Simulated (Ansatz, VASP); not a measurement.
# Ga in VASP and in Ansatz

```
Ga
1.0
     1.44027   -4.03772    0.00000
     1.44027    4.03772    0.00000
     0.00000    0.00000    3.14872
Ga
2
Direct
  0.13300 0.86700 0.75000
  0.86700 0.13300 0.25000
```

Alike in both runs: task single point; functional r2SCAN; k mesh 10 × 10 × 8; occupations fermi-dirac, width 0.05 eV; no spin polarisation.

|  | VASP | Ansatz |
| --- | --- | --- |
| version | VASP 6.6.1 | Ansatz 0.2.0 |
| potentials or method | VASP PAW PBE potentials, release 64 (Ga_d) | Ansatz PAW |
| plane-wave cutoff (eV) | 520 | 500 |
| valence electrons in the cell | 26 | 26 |

```csv
,VASP,Ansatz,Ansatz less VASP
gap on the k mesh at the Fermi level (eV),none,none,-
pressure (GPa),-0.5,-0.5,-0.07
"traceless stress, the component that is largest in VASP (GPa)",1.89,1.87,-0.019
rms of the force components (eV/Å),0.149,0.145,-0.0032
```

VASP's potentials were made for PBE, not for r2SCAN. Atom by atom the forces differ by 0.003 eV/Å (rms over components). A gap of «none» marks a metal or a gap that the smearing closes.
